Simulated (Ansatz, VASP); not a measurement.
## Ga3O2 in VASP and in Ansatz

```
Ga O
1.0
     3.46567    0.00000    0.00000
     0.00000    3.46567    0.00000
     0.00000    0.00000    8.07658
Ga O
3 2
Direct
  0.00000 0.00000 0.69131
  0.00000 0.00000 0.30869
  0.50000 0.50000 0.50000
  0.00000 0.00000 0.08469
  0.00000 0.00000 0.91531
```

Alike in both runs: functional PBE; k mesh 4 × 4 × 4; occupations gaussian, width 0.1 eV; no spin polarisation.

Ansatz relaxed the structure, and its values are those at the end. VASP's run is a single point on that final structure, the one shown.

```csv
,VASP,Ansatz
version,VASP 6.6.1,Ansatz 0.2.0
potentials or method,"VASP PAW PBE potentials, release 64 (Ga_d, O), cutoff 520 eV","scalar-relativistic, plane waves, PAW"
valence electrons in the cell,51,51
```

|  | VASP | Ansatz | Ansatz less VASP |
| --- | --- | --- | --- |
| gap on the k mesh at the Fermi level (eV) | none | none | - |
| pressure (GPa) | 0.1 | 0.0 | -0.18 |
| rms of the force components (eV/Å) | 0.078 | 0.000 | -0.0779 |

A gap of «none» marks a metal or a gap that the smearing closes.

The k mesh is coarse, so the values compare programs but aren't converged.
